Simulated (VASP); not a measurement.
# Fe (I4/mmm) in VASP: notebook, part 2 of 2

VASP 6.6.1. The steps go on from the part before.

## (4) Single point, PBE, collinear spin, ferromagnetic start (volume 11.654 Å^3 an atom, c/a of the conventional cell 1.0776)

INCAR reads:

```
SYSTEM = Fe
PREC     = Accurate       ! precision mode
ENCUT    = 520            ! plane-wave cutoff, eV
EDIFF    = 1E-6           ! SCF threshold, eV
ISMEAR   = 0              ! smearing method
SIGMA    = 0.15           ! smearing width, eV
LREAL    = .False.        ! projectors in reciprocal space
LASPH    = .True.         ! aspherical terms in the spheres
NELM     = 150            ! most SCF steps
ALGO     = Fast           ! electronic algorithm
ISIF     = 2              ! what is computed and relaxed
LWAVE    = .False.        ! write WAVECAR
LCHARG   = .False.        ! write CHGCAR
ISPIN    = 2              ! spin polarisation
MAGMOM   = 2.44           ! initial moments
LORBIT   = 11             ! projections on sites
LMAXMIX  = 4              ! l up to which the mixer works
GGA      = PE             ! functional
NBANDS   = 14             ! bands
```

KPOINTS reads:

```
regular mesh
0
Gamma
  12 12 12
  0 0 0
```

POSCAR reads:

```
Fe
1.0
   -1.3931112945      1.3931112945      1.5012167310
    1.3931112945     -1.3931112945      1.5012167310
    1.3931112945      1.3931112945     -1.5012167310
Fe
1
Direct
    0.0000000000      0.0000000000      0.0000000000
```

The run is started by

```console
$ cat potpaw_PBE.64/Fe/POTCAR > POTCAR
$ mpirun -np 1 vasp_std > vasp.out
```

Run time: 54 s. Hardware: 1 thread of AMD EPYC 7R43 (Zen 3), shared host; peak memory 0.12 GiB.

The run converged. Its results:

```yaml
Free_energy: -8.2330 eV
Pressure: -3.7 GPa
Net_moment: 2.27 μB per cell
Site_moments: Fe +2.27 μB
Valence_electrons_inside_the_program's_atomic_spheres: Fe 7.22
```

Stress tensor (GPa, compression positive):
```
-1.48  0.00  0.00
 0.00 -1.48  0.00
 0.00  0.00 -8.12
```

Levels at points of the mesh, in eV from the Fermi level:
Spin up:
```tsv
k point	band 2	band 3	band 4	band 5	band 6	band 7	band 8	band 9
(0.00, 0.00, 0.00)	-2.36	-2.36	-2.03	-1.31	-0.96	23.78	25.25	25.25
(0.50, 0.00, 0.00)	-3.14	-1.35	-0.82	0.25	0.35	6.89	18.74	20.64
(0.50, 0.50, 0.00)	-3.61	-0.80	-0.75	0.37	0.95	7.65	17.13	18.36
(0.50, 0.50, 0.50)	-4.62	-0.07	0.11	0.11	7.94	10.72	10.72	14.38
```
Spin down:
```
           k point  band 1  band 2  band 3  band 4  band 5  band 6  band 7
(0.00, 0.00, 0.00)   -8.11   -0.42   -0.42    0.10    1.39    1.94   23.49
(0.50, 0.00, 0.00)   -3.49   -1.29    0.44    1.27    1.99    2.59    8.31
(0.50, 0.50, 0.00)   -3.43   -1.91    1.07    1.93    2.08    2.64    9.06
(0.50, 0.50, 0.50)   -2.92   -2.75    2.32    2.35    2.35    8.21   11.02
```

## (5) Single point, PBE, collinear spin, ferromagnetic start (volume 11.654 Å^3 an atom, c/a of the conventional cell 0.9280)

INCAR reads:

```
ALGO = Fast
EDIFF = 1E-6
ENCUT = 520
GGA = PE
ISIF = 2
ISMEAR = 0
ISPIN = 2
LASPH = T
LCHARG = F
LMAXMIX = 4
LORBIT = 11
LREAL = F
LWAVE = F
MAGMOM = 2.44
NBANDS = 14
NELM = 150
PREC = Accurate
SIGMA = 0.15
```

KPOINTS reads:

```
k-points
0
Gamma
  12 12 12
```

POSCAR reads:

```
Fe
1.0
   -1.4642739923      1.4642739923      1.3588462649
    1.4642739923     -1.4642739923      1.3588462649
    1.4642739923      1.4642739923     -1.3588462649
Fe
1
Direct
    0.0000000000      0.0000000000      0.0000000000
```

The run is started by

```console
$ cat potpaw_PBE.64/Fe/POTCAR > POTCAR
$ mpirun -np 1 vasp_std > vasp.out
```

Run time: 49 s. Hardware: 1 thread of AMD EPYC 7R43 (Zen 3), shared host; peak memory 0.12 GiB.

Results (log left out):

- Free energy: -8.2277 eV
- Pressure: -3.8 GPa
- Net moment: 2.27 μB per cell
- Site moments: Fe +2.27 μB
- Valence electrons inside the program's atomic spheres: Fe 7.22

Stress tensor (GPa, compression positive):
```
-7.24  0.00  0.00
 0.00 -7.24  0.00
 0.00  0.00  2.96
```

Levels at points of the mesh, in eV from the Fermi level:
Spin up:
| k point | band 1 | band 2 | band 3 | band 4 | band 5 | band 6 | band 7 | band 8 | band 9 | band 10 |
| --- | --- | --- | --- | --- | --- | --- | --- | --- | --- | --- |
| (0.00, 0.00, 0.00) | -8.31 | -2.53 | -2.12 | -2.12 | -1.34 | -0.95 | 24.08 | 24.08 | 26.00 | 29.11 |
| (0.50, 0.00, 0.00) | -4.81 | -3.47 | -1.12 | -0.63 | 0.31 | 0.74 | 7.40 | 17.63 | 19.06 | 22.59 |
| (0.50, 0.50, 0.00) | -4.79 | -2.96 | -1.33 | -1.09 | 0.11 | 0.24 | 6.59 | 19.29 | 21.45 | 24.27 |
| (0.50, 0.50, 0.50) | -4.79 | -4.64 | 0.00 | 0.00 | 0.15 | 8.80 | 8.80 | 11.73 | 14.61 | 15.82 |
Spin down:
```csv
k point,band 1,band 2,band 3,band 4,band 5,band 6,band 7
"(0.00, 0.00, 0.00)",-8.13,-0.64,-0.07,-0.07,1.35,1.96,23.87
"(0.50, 0.00, 0.00)",-3.46,-1.73,0.86,1.61,2.13,2.60,8.80
"(0.50, 0.50, 0.00)",-3.52,-1.08,0.20,1.14,1.81,2.58,8.03
"(0.50, 0.50, 0.50)",-2.93,-2.77,2.31,2.31,2.35,9.08,9.08
```

## (6) Single point, PBE, collinear spin, ferromagnetic start (volume 11.957 Å^3 an atom, c/a of the conventional cell 0.8612)

INCAR reads:

```
PREC = Accurate
ENCUT = 520
EDIFF = 1E-6
ISMEAR = 0
SIGMA = 0.15
LREAL = False
LASPH = True
NELM = 150
ALGO = Fast
ISIF = 2
LWAVE = False
LCHARG = False
ISPIN = 2
MAGMOM = 2.44
LORBIT = 11
LMAXMIX = 4
GGA = PE
NBANDS = 14
```

KPOINTS reads:

```
Automatic mesh
0
Gamma
  12 12 12
```

POSCAR reads:

```
Fe
1.0
   -1.5140936530      1.5140936530      1.3039374540
    1.5140936530     -1.5140936530      1.3039374540
    1.5140936530      1.5140936530     -1.3039374540
Fe
1
Direct
    0.0000000000      0.0000000000      0.0000000000
```

Potentials or basis: VASP PAW PBE potentials, release 64 (Fe).

The run is started by

```console
$ cat potpaw_PBE.64/Fe/POTCAR > POTCAR
$ mpirun -np 1 vasp_std > vasp.out
```

Wall time 65 s (1 thread of AMD EPYC 7R43 (Zen 3), shared host); peak memory 0.12 GiB.

Results (log left out):

```yaml
Free_energy: -8.1704 eV
Pressure: -3.9 GPa
Net_moment: 2.42 μB per cell
Site_moments: Fe +2.42 μB
Valence_electrons_inside_the_program's_atomic_spheres: Fe 7.18
```

Stress tensor (GPa, compression positive):
```
-9.37  0.00  0.00
 0.00 -9.37  0.00
 0.00  0.00  7.12
```

Levels at points of the mesh, in eV from the Fermi level:
Spin up:
```
           k point  band 1  band 2  band 3  band 4  band 5  band 6  band 7  band 8  band 9  band 10
(0.00, 0.00, 0.00)   -8.22   -2.78   -1.99   -1.99   -1.69   -0.90   22.88   22.88   27.15    28.07
(0.50, 0.00, 0.00)   -4.76   -3.59   -1.30   -0.41    0.12    0.97    7.46   16.95   17.99    21.76
(0.50, 0.50, 0.00)   -4.74   -2.62   -1.71   -1.30   -0.29    0.02    5.83   20.33   22.75    25.16
(0.50, 0.50, 0.50)   -4.77   -4.50   -0.19   -0.19    0.11    7.70    7.70   13.60   13.61    15.25
```
Spin down:
```
           k point  band 1  band 2  band 3  band 4  band 5  band 6
(0.00, 0.00, 0.00)   -8.02   -0.82    0.33    0.33    0.92    2.20
(0.50, 0.00, 0.00)   -3.28   -1.71    1.11    1.62    2.39    2.58
(0.50, 0.50, 0.00)   -3.45   -0.45   -0.19    0.74    1.74    2.61
(0.50, 0.50, 0.50)   -2.83   -2.62    2.37    2.37    2.45    8.02
```

## (7) The runs side by side

| cell | gap on the mesh (eV) | pressure (GPa) | moment (μB) |
| --- | --- | --- | --- |
| a = 2.486 Å, angles 105.7, 105.7, 117.3°, 1 atom | none | -0.6 | 2.34 |
| a = 2.503 Å, angles 116.0, 116.0, 97.0°, 1 atom | none | -0.5 | 2.33 |
| a = 2.477 Å, angles 111.6, 111.6, 105.4°, 1 atom | none | -3.7 | 2.27 |
| a = 2.477 Å, angles 107.5, 107.5, 113.5°, 1 atom | none | -3.8 | 2.27 |
| a = 2.507 Å, angles 105.7, 105.7, 117.3°, 1 atom | none | -3.9 | 2.42 |

Alike in all rows: task single point; level PBE; potentials or basis VASP PAW PBE potentials, release 64 (Fe); spin collinear, ferromagnetic start; k mesh 12 × 12 × 12; cutoff (eV) 520; smearing gaussian 0.15 eV.

Total energies depend on the potentials used, so only differences within one code and one set of settings carry meaning.
